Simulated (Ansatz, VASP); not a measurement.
## CaZr in VASP and in Ansatz

```
Ca Zr
1.0
     3.26039    0.00000    0.00000
     0.00000    3.26039    0.00000
     0.00000    0.00000    5.30168
Ca Zr
1 1
Direct
  0.50000 0.50000 0.50000
  0.00000 0.00000 0.00000
```

Alike in both runs: functional PBE; k mesh 6 × 6 × 4; occupations gaussian, width 0.1 eV; no spin polarisation.

Ansatz relaxed the structure, and its values are those at the end. VASP's run is a single point on that final structure, the one shown.

|  | VASP | Ansatz |
| --- | --- | --- |
| version | VASP 6.6.1 | Ansatz 0.2.0 |
| potentials or method | VASP PAW PBE potentials, release 64 (Ca_sv, Zr_sv), cutoff 520 eV | scalar-relativistic, plane waves, PAW |
| valence electrons in the cell | 22 | 22 |

```csv
,VASP,Ansatz,Ansatz less VASP
gap on the k mesh at the Fermi level (eV),none,none,-
pressure (GPa),0.1,0.0,-0.03
```

A gap of «none» marks a metal or a gap that the smearing closes.
